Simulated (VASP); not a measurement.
# Ga2P3 (R-3m) in VASP: a series of runs, part 2 of 2

VASP 6.6.1. Earlier steps stand in the parts before.

### Step 3. Single point, PBE

This run uses another cell than the first one, of 17.62 Å³/atom, 1.016 times its volume.

Input file INCAR:

```
SYSTEM = Ga2P3
PREC = Accurate
ENCUT = 520
EDIFF = 1E-7
ISMEAR = 0
SIGMA = 0.1
LREAL = .False.
LASPH = .True.
NELM = 60
ALGO = Normal
ISIF = 2
LWAVE = .False.
LCHARG = .True.
GGA = PE
LELF = .True.
LVHAR = .True.
NBANDS = 28
```

Input file KPOINTS:

```
Automatic mesh
0
Gamma
  6 6 6
  0 0 0
```

Input file POSCAR:

```
Ga2P3
1.0
    1.7635793778      1.0182030285      8.1750850016
   -1.7635793778      1.0182030285      8.1750850016
    0.0000000000     -2.0364060570      8.1750850016
Ga P
2 3
Direct
    0.4000000000      0.4000000000      0.4000000000
    0.6000000000      0.6000000000      0.6000000000
    0.0000000000      0.0000000000      0.0000000000
    0.2095000000      0.2095000000      0.2095000000
    0.7905000000      0.7905000000      0.7905000000
```

Potentials or basis: VASP PAW PBE potentials, release 64 (Ga_d, P).

Launch:

```console
cat potpaw_PBE.64/Ga_d/POTCAR potpaw_PBE.64/P/POTCAR > POTCAR
mpirun -np 1 vasp_std > vasp.out
```

OUTCAR:

```text
SYSTEM = Ga2P3
   PREC = Accurate
   ENCUT = 520
   EDIFF = 1E-7
   ISMEAR = 0
   LREAL = .False.
   LASPH = .True.
   NELM = 60
   ISIF = 2
   GGA = PE

 ion  position               nearest neighbor table
   1  0.400  0.400  0.400-   5 2.47   5 2.47   5 2.47   3 2.61   3 2.61   3 2.61
   2  0.600  0.600  0.600-   4 2.47   4 2.47   4 2.47   3 2.61   3 2.61   3 2.61
   3  0.000  0.000  0.000-   2 2.61   1 2.61   2 2.61   2 2.61   1 2.61   1 2.61
   4  0.209  0.209  0.209-   2 2.47   2 2.47   2 2.47   5 2.93   5 2.93   5 2.93
   5  0.791  0.791  0.791-   1 2.47   1 2.47   1 2.47   4 2.93   4 2.93   4 2.93

  LATTYP: Found a trigonal (rhomboedric) cell.
 ALAT       =     8.4249014482
 COS(alpha) =     0.9123624232

  Lattice vectors:

 A1 = (   1.7635793778,   1.0182030285,   8.1750850016)
 A2 = (  -1.7635793778,   1.0182030285,   8.1750850016)
 A3 = (   0.0000000000,  -2.0364060570,   8.1750850016)

Analysis of symmetry for initial positions (statically):
=====================================================================
 Subroutine PRICEL returns:
 Original cell was already a primitive cell.

 Routine SETGRP: Setting up the symmetry group for a
 trigonal (rhombohedral) supercell.

 Subroutine GETGRP returns: Found 12 space group operations
 (whereof 12 operations were pure point group operations)
 out of a pool of 12 trial point group operations.

The static configuration has the point symmetry D_3d.

Analysis of symmetry for dynamics (positions and initial velocities):
=====================================================================
 Subroutine PRICEL returns:
 Original cell was already a primitive cell.

 Routine SETGRP: Setting up the symmetry group for a
 trigonal (rhombohedral) supercell.

 Subroutine GETGRP returns: Found 12 space group operations
 (whereof 12 operations were pure point group operations)
 out of a pool of 12 trial point group operations.

The dynamic configuration has the point symmetry D_3d.

 Subroutine INISYM returns: Found 12 space group operations
 (whereof 12 operations are pure point group operations),
 and found     1 'primitive' translations

----------------------------------------------------------------------------------------

                                     Primitive cell

  volume of cell :      88.0791

  direct lattice vectors                    reciprocal lattice vectors
     1.763579378  1.018203029  8.175085002     0.283514315  0.163687066  0.040774296
    -1.763579378  1.018203029  8.175085002    -0.283514315  0.163687066  0.040774296
     0.000000000 -2.036406057  8.175085002     0.000000000 -0.327374133  0.040774296

  length of vectors
     8.424901448  8.424901448  8.424901448     0.329903571  0.329903571  0.329903571

  position of ions in fractional coordinates (direct lattice)
     0.400000000  0.400000000  0.400000000
     0.600000000  0.600000000  0.600000000
     0.000000000  0.000000000  0.000000000
     0.209500000  0.209500000  0.209500000
     0.790500000  0.790500000  0.790500000

  ion indices of the primitive-cell ions
   primitive index   ion index
                 1           1
                 2           2
                 3           3
                 4           4
                 5           5

----------------------------------------------------------------------------------------

 KPOINTS: Automatic mesh

Automatic generation of k-mesh.
 Grid dimensions read from file:
 generate k-points for:    6    6    6

 Generating k-lattice:

  Cartesian coordinates                     Fractional coordinates (reciprocal lattice)
     0.047252386  0.027281178  0.006795716     0.166666667  0.000000000  0.000000000
    -0.047252386  0.027281178  0.006795716     0.000000000  0.166666667  0.000000000
     0.000000000 -0.054562355  0.006795716     0.000000000  0.000000000  0.166666667

  Length of vectors
     0.054983928  0.054983928  0.054983928

  Shift w.r.t. Gamma in fractional coordinates (k-lattice)
     0.000000000  0.000000000  0.000000000

 Subroutine IBZKPT returns following result:
 ===========================================

 Found     32 irreducible k-points:

 Following reciprocal coordinates:
            Coordinates               Weight
  0.000000  0.000000  0.000000      1.000000
  0.166667  0.000000  0.000000      6.000000
  0.333333  0.000000  0.000000      6.000000
  0.500000  0.000000  0.000000      3.000000
  0.166667  0.166667  0.000000      6.000000
  0.333333  0.166667  0.000000     12.000000
[... 16 lines left out ...]
  0.500000  0.500000  0.166667      6.000000
 -0.333333  0.500000  0.166667     12.000000
 [... further k-points ...]
   k-points           NKPTS =     32   k-points in BZ     NKDIM =     32   number of bands    NBANDS=     28
   number of dos      NEDOS =    301   number of ions     NIONS =      5
   total plane-waves  NPLWV = 262144
   dimension x,y,z NGX =    64 NGY =   64 NGZ =   64
   dimension x,y,z NGXF=   128 NGYF=  128 NGZF=  128
   ions per type =               2   3
   NGX,Y,Z   is equivalent  to a cutoff of  12.63, 12.63, 12.63 a.u.
   NGXF,Y,Z  is equivalent  to a cutoff of  25.26, 25.26, 25.26 a.u.
 SYSTEM =  Ga2P3
   PREC   = accura    normal or accurate (medium, high low for compatibility)
   ISTART =      0    job   : 0-new  1-cont  2-samecut
   ICHARG =      2    charge: 1-file 2-atom 10-const
   ISPIN  =      1    spin polarized calculation?
   LNONCOLLINEAR =      F non collinear calculations
   LSORBIT =      F    spin-orbit coupling
   LASPH  =      T    aspherical Exc in radial PAW
   ENCUT  =  520.0 eV  38.22 Ry    6.18 a.u.  15.66 15.66 15.66*2*pi/ulx,y,z
   NELM   =     60;   NELMIN=  2; NELMDL= -5     # of ELM steps
   EDIFF  = 0.1E-06   stopping-criterion for ELM
   LREAL  =      F    real-space projection
   EDIFFG = 0.1E-05   stopping-criterion for IOM
   NSW    =      0    number of steps for IOM
   IBRION =     -1    ionic relax: 0-MD 1-quasi-New 2-CG
   NFREE  =      0    steps in history (QN), initial steepest desc. (CG)
   ISIF   =      2    stress and relaxation
   ISYM   =      2    0-nonsym 1-usesym 2-fastsym
   POTIM  = 0.5000    time-step for ionic-motion
   TEBEG  =    0.0;   TEEND  =   0.0 temperature during run
   PSTRESS=    0.0 pullay stress
   NELECT =      41.0000    total number of electrons
   NUPDOWN=      -1.0000    fix difference up-down
   EMIN   =  10.00;   EMAX   =-10.00  energy-range for DOS
   EFERMI =   0.00;   METHOD = LEGACY
   ISMEAR =     0;   SIGMA  =   0.10  broadening in eV -4-tet -1-fermi 0-gaus
   EFERMI_NEDOS =   21; number of points for ismear=-14 and -15
   IALGO  =     38    algorithm
   IMIX   =      4    mixing-type and parameters
     AMIX     =   0.40;   BMIX     =  1.00
     AMIX_MAG =   1.60;   BMIX_MAG =  1.00
  volume/ion in A,a.u.               =      17.62       118.88
  Fermi-wavevector in a.u.,A,eV,Ry     =   1.268757  2.397603 21.901904  1.609745
  Thomas-Fermi vector in A             =   2.401835
   LORBIT       =      0    0 simple, 1 ext, 2 COOP (PROOUT), +10 PAW based schemes
   GGA     = PE    functional components
   LHFCALC =     F    Hartree Fock is set to
   AEXX    =    0.0000 exact exchange contribution
   IVDW    =     0    specifies the selected vdW correction
   LEPSILON=     F    determine dielectric tensor
   LRPA    =     F    only Hartree local field effects (RPA)
 non-spin polarized calculation
 Gauss-broadening in eV      SIGMA  =   0.10
  energy-cutoff  :      520.00
  volume of cell :       88.08
 maximum number of plane-waves:      2407
 NGX is ok and might be reduce to    64
   NGX = 31   NGY = 31   NGZ = 31

 number of electron      40.9999993 magnetization

 Free energy of the ion-electron system (eV)
  ---------------------------------------------------
  ext. energy  EPLUGINS =         0.00000000
  ---------------------------------------------------
  free energy    TOTEN  =       -20.84385294 eV

  energy without entropy =      -20.83468181  energy(sigma->0) =      -20.83926737

 E-fermi :   6.0602     XC(G=0): -10.7679

 val. band max:        6.0404815598   @ k =  -0.1667   0.1667   0.1667
 cond. band min:       6.2452199627   @ k =   0.5000   0.1667   0.1667
 fundamental gap:      0.2047384028
 Fermi energy:         6.0602468751

 k-point     1 :       0.0000    0.0000    0.0000
  band No.  band energies     occupation
      1      -8.4363      2.00000
      2      -8.4363      2.00000
      3      -8.4249      2.00000
      4      -8.4249      2.00000
      5      -8.3802      2.00000
      6      -8.3786      2.00000
[... 733 lines left out ...]
     27      11.9313      0.00000
     28      12.0413      0.00000

 [... further k-points ...]
[... 5 lines left out ...]
  --------------------------------------------------------------------------------------
  -------------------------------------------------------------------------------------
  Total        0.8518620      0.8518620     -3.6511271      0.0000000      0.0000000      0.0000000
  in kB       15.4955473     15.4955473    -66.4147601      0.0000000      0.0000000      0.0000000
  external PRESSURE =     -11.8078885 kB  Pullay stress =       0.0000000 kB

 VOLUME and BASIS-vectors are now :
 -----------------------------------------------------------------------------
  energy-cutoff  :      520.00
  volume of cell :       88.08
      direct lattice vectors                 reciprocal lattice vectors
     1.763579378  1.018203029  8.175085002     0.283514315  0.163687066  0.040774296
    -1.763579378  1.018203029  8.175085002    -0.283514315  0.163687066  0.040774296
     0.000000000 -2.036406057  8.175085002     0.000000000 -0.327374133  0.040774296

 POSITION                                       TOTAL-FORCE (eV/Angst)
 -----------------------------------------------------------------------------------
      0.00000      0.00000      9.81010        -0.000000     -0.000000      0.031511
      0.00000      0.00000     14.71515        -0.000000     -0.000000     -0.031511
      0.00000      0.00000      0.00000         0.000000     -0.000000      0.000000
      0.00000      0.00000      5.13804        -0.000000     -0.000000     -0.884280
      0.00000      0.00000     19.38721        -0.000000      0.000000      0.884280
 -----------------------------------------------------------------------------------
    total drift:                               -0.000000     -0.000000     -0.000000

  FREE ENERGIE OF THE ION-ELECTRON SYSTEM (eV)
  ---------------------------------------------------
  free  energy   TOTEN  =       -20.8438529356 eV

  energy  without entropy=      -20.8346818111  energy(sigma->0) =      -20.83926737
```

OSZICAR:

```text
N       E                     dE             d eps       ncg     rms          rms(c)
DAV:   1     0.290332655924E+03    0.29033E+03   -0.18876E+04  1840   0.207E+03
DAV:   2     0.139724541406E+02   -0.27636E+03   -0.26847E+03  1896   0.483E+02
DAV:   3    -0.197071797978E+02   -0.33680E+02   -0.32818E+02  2220   0.126E+02
DAV:   4    -0.210016713099E+02   -0.12945E+01   -0.12843E+01  2192   0.239E+01
DAV:   5    -0.210407469411E+02   -0.39076E-01   -0.39026E-01  2380   0.404E+00    0.579E+00
DAV:   6    -0.208596286926E+02    0.18112E+00   -0.52953E-01  2760   0.938E+00    0.339E+00
DAV:   7    -0.208480938451E+02    0.11535E-01   -0.28718E-01  2616   0.316E+00    0.106E+00
DAV:   8    -0.208444579744E+02    0.36359E-02   -0.79175E-02  2240   0.142E+00    0.386E-01
DAV:   9    -0.208440580374E+02    0.39994E-03   -0.71416E-03  2224   0.691E-01    0.163E-01
DAV:  10    -0.208438176356E+02    0.24040E-03   -0.17511E-03  2344   0.188E-01    0.624E-02
DAV:  11    -0.208438428034E+02   -0.25168E-04   -0.43915E-04  2328   0.128E-01    0.301E-02
DAV:  12    -0.208438483299E+02   -0.55265E-05   -0.25999E-05  2092   0.343E-02    0.139E-02
DAV:  13    -0.208438529299E+02   -0.46000E-05   -0.62858E-06  2328   0.142E-02    0.447E-03
DAV:  14    -0.208438530828E+02   -0.15293E-06   -0.34430E-07  2016   0.345E-03    0.159E-03
DAV:  15    -0.208438529221E+02    0.16069E-06   -0.63671E-08  1244   0.167E-03    0.255E-04
DAV:  16    -0.208438529356E+02   -0.13473E-07   -0.11274E-08  1180   0.686E-04
   1 F= -.20843853E+02 E0= -.20839267E+02  d E =-.917112E-02
```

Run time: 7.3 min. Hardware: 1 thread of Intel Xeon Platinum 8375C at 2.90GHz (Ice Lake), shared host; peak memory 0.54 GiB.

Results:

```yaml
Free_energy: -20.8439 eV
Pressure: -1.2 GPa
Largest_force: 0.884 eV/Å
```

Forces in eV/Å, atoms in the order of the input:
```
Ga   0.000  0.000  0.032
Ga   0.000  0.000 -0.032
P    0.000  0.000  0.000
P    0.000  0.000 -0.884
P    0.000  0.000  0.884
```

Levels at points of the mesh, in eV from the Fermi level:
```
           k point  band 18  band 19  band 20  band 21  band 22  band 23  band 24  band 25
(0.00, 0.00, 0.00)     0.63     0.63     1.30     1.30     1.96     3.58     4.50     4.50
(0.50, 0.00, 0.00)    -1.76    -1.61    -1.47    -0.58    -0.21     1.15     3.80     4.59
(0.50, 0.50, 0.00)    -2.99    -2.05    -0.18    -0.10     0.27     1.40     3.59     3.63
(0.50, 0.50, 0.50)     0.47     0.69     0.69     1.15     1.15     4.13     4.94     5.19
```

### Step 4. Single point, PBE

This run uses another cell than the first one, of 17.41 Å³/atom, 1.004 times its volume.

Input file INCAR:

```
  PREC = Accurate
  ENCUT = 520
  EDIFF = 1E-7
  ISMEAR = 0
  SIGMA = 0.1
  LREAL = False
  LASPH = True
  NELM = 60
  ALGO = Normal
  ISIF = 2
  LWAVE = False
  LCHARG = True
  GGA = PE
  LELF = True
  LVHAR = True
  NBANDS = 28
```

Input file KPOINTS:

```
Automatic mesh
0
Gamma
  12 12 12
```

Input file POSCAR:

```
Ga2P3
1.0
    1.8082237518      1.0439784699      7.6836802295
   -1.8082237518      1.0439784699      7.6836802295
    0.0000000000     -2.0879569397      7.6836802295
Ga P
2 3
Direct
    0.3938752155      0.3938752155      0.3938752155
    0.6061247845      0.6061247845      0.6061247845
    0.0000000000      0.0000000000      0.0000000000
    0.1921575906      0.1921575906      0.1921575906
    0.8078424094      0.8078424094      0.8078424094
```

Potentials or basis: VASP PAW PBE potentials, release 64 (Ga_d, P).

Launch:

```console
cat potpaw_PBE.64/Ga_d/POTCAR potpaw_PBE.64/P/POTCAR > POTCAR
mpirun -np 1 vasp_std > vasp.out
```

OUTCAR:

```text
PREC = Accurate
   ENCUT = 520
   EDIFF = 1E-7
   ISMEAR = 0
   LREAL = False
   LASPH = True
   NELM = 60
   ISIF = 2
   GGA = PE

 ion  position               nearest neighbor table
   1  0.394  0.394  0.394-   3 2.51   3 2.51   3 2.51   5 2.80   5 2.80   5 2.80
   2  0.606  0.606  0.606-   3 2.51   3 2.51   3 2.51   4 2.80   4 2.80   4 2.80
   3  0.000  0.000  0.000-   2 2.51   2 2.51   1 2.51   1 2.51   2 2.51   1 2.51
   4  0.192  0.192  0.192-   5 2.40   5 2.40   5 2.40   2 2.80   2 2.80   2 2.80
   5  0.808  0.808  0.808-   4 2.40   4 2.40   4 2.40   1 2.80   1 2.80   1 2.80

  LATTYP: Found a trigonal (rhomboedric) cell.
 ALAT       =     7.9623178818
 COS(alpha) =     0.8968533065

  Lattice vectors:

 A1 = (   1.8082237518,   1.0439784699,   7.6836802295)
 A2 = (  -1.8082237518,   1.0439784699,   7.6836802295)
 A3 = (   0.0000000000,  -2.0879569397,   7.6836802295)

Analysis of symmetry for initial positions (statically):
=====================================================================
 Subroutine PRICEL returns:
 Original cell was already a primitive cell.

 Routine SETGRP: Setting up the symmetry group for a
[... 170 lines left out ...]
  free energy    TOTEN  =       -21.98335383 eV

  energy without entropy =      -21.97640165  energy(sigma->0) =      -21.97987774

 E-fermi :   6.8263     XC(G=0): -10.7825

 val. band max:        6.8221439294   @ k =   0.5000   0.5000   0.4167
 cond. band min:       6.8281904200   @ k =   0.4167   0.1667   0.0000
 fundamental gap:      0.0060464906
 Fermi energy:         6.8262736539

 k-point     1 :       0.0000    0.0000    0.0000
  band No.  band energies     occupation
      1      -7.9552      2.00000
      2      -7.9552      2.00000
      3      -7.9409      2.00000
      4      -7.9227      2.00000
      5      -7.9227      2.00000
      6      -7.9132      2.00000
[... 733 lines left out ...]
     27      13.1846      0.00000
     28      13.6660      0.00000

 [... further k-points ...]
[... 5 lines left out ...]
  --------------------------------------------------------------------------------------
  -------------------------------------------------------------------------------------
  Total       -0.0245572     -0.0245572      0.0234096      0.0000000      0.0000000      0.0000000
  in kB       -0.4520909     -0.4520909      0.4309639      0.0000000      0.0000000      0.0000000
  external PRESSURE =      -0.1577393 kB  Pullay stress =       0.0000000 kB

 VOLUME and BASIS-vectors are now :
 -----------------------------------------------------------------------------
  energy-cutoff  :      520.00
  volume of cell :       87.03
      direct lattice vectors                 reciprocal lattice vectors
     1.808223752  1.043978470  7.683680230     0.276514452  0.159645693  0.043381989
    -1.808223752  1.043978470  7.683680230    -0.276514452  0.159645693  0.043381989
     0.000000000 -2.087956940  7.683680230     0.000000000 -0.319291387  0.043381989

 POSITION                                       TOTAL-FORCE (eV/Angst)
 -----------------------------------------------------------------------------------
      0.00000      0.00000      9.07923         0.000000     -0.000000     -0.001547
      0.00000      0.00000     13.97181         0.000000      0.000000      0.001547
      0.00000      0.00000      0.00000         0.000000      0.000000      0.000000
      0.00000      0.00000      4.42943         0.000000     -0.000000     -0.035380
      0.00000      0.00000     18.62161         0.000000      0.000000      0.035380
 -----------------------------------------------------------------------------------
    total drift:                               -0.000000     -0.000000      0.000000

  FREE ENERGIE OF THE ION-ELECTRON SYSTEM (eV)
  ---------------------------------------------------
  free  energy   TOTEN  =       -21.9833538307 eV

  energy  without entropy=      -21.9764016509  energy(sigma->0) =      -21.97987774
```

OSZICAR:

```text
N       E                     dE             d eps       ncg     rms          rms(c)
DAV:   1     0.291261690664E+03    0.29126E+03   -0.18863E+04 10868   0.208E+03
DAV:   2     0.135411205623E+02   -0.27772E+03   -0.26900E+03 11324   0.485E+02
DAV:   3    -0.208883741992E+02   -0.34429E+02   -0.33469E+02 12700   0.128E+02
DAV:   4    -0.223470663814E+02   -0.14587E+01   -0.14408E+01 13288   0.249E+01
DAV:   5    -0.223838659204E+02   -0.36800E-01   -0.36702E-01 13572   0.397E+00    0.714E+00
DAV:   6    -0.219793699083E+02    0.40450E+00   -0.12845E+00 15308   0.973E+00    0.437E+00
DAV:   7    -0.219833238952E+02   -0.39540E-02   -0.40814E-01 12256   0.352E+00    0.173E+00
DAV:   8    -0.219831153757E+02    0.20852E-03   -0.34327E-02 13616   0.182E+00    0.448E-01
DAV:   9    -0.219832956828E+02   -0.18031E-03   -0.44897E-03 13396   0.381E-01    0.134E-01
DAV:  10    -0.219833001256E+02   -0.44429E-05   -0.45816E-04 13192   0.119E-01    0.743E-02
DAV:  11    -0.219833447541E+02   -0.44628E-04   -0.10234E-04 14440   0.637E-02    0.223E-02
DAV:  12    -0.219833535173E+02   -0.87632E-05   -0.20049E-05 12292   0.258E-02    0.123E-02
DAV:  13    -0.219833540248E+02   -0.50754E-06   -0.26455E-06 12624   0.119E-02    0.532E-03
DAV:  14    -0.219833538866E+02    0.13819E-06   -0.67731E-07 11700   0.410E-03    0.138E-03
DAV:  15    -0.219833538307E+02    0.55905E-07   -0.12475E-07  8872   0.202E-03
   1 F= -.21983354E+02 E0= -.21979878E+02  d E =-.695218E-02
```

Run time: 25 min. Hardware: 1 thread of Intel Xeon Platinum 8375C at 2.90GHz (Ice Lake), shared host; peak memory 0.71 GiB.

What came out:

| Property | Result |
| --- | --- |
| Free energy | -21.9834 eV |
| Pressure | 0.0 GPa |
| Largest force | 0.035 eV/Å |

Forces on the atoms (eV/Å):
```
Ga   0.000  0.000 -0.002
Ga   0.000  0.000  0.002
P    0.000  0.000  0.000
P    0.000  0.000 -0.035
P    0.000  0.000  0.035
```

### Step 5. Summary

| cell | k mesh | gap on the mesh (eV) | pressure (GPa) | largest force (eV/Å) |
| --- | --- | --- | --- | --- |
| a = 7.878 Å, angles 26.6°, 5 atoms | 6 × 6 × 6 | none | 0.0 | 0.02 |
| a = 8.425 Å, angles 24.2°, 5 atoms | 6 × 6 × 6 | none | -1.2 | 0.88 |
| a = 7.962 Å, angles 26.3°, 5 atoms | 12 × 12 × 12 | none | 0.0 | 0.04 |

Alike in all rows: task single point; level PBE; potentials or basis VASP PAW PBE potentials, release 64 (Ga_d, P); no spin polarisation; cutoff (eV) 520; smearing gaussian 0.1 eV.

Absolute energies hang on the potentials; compare differences alone.
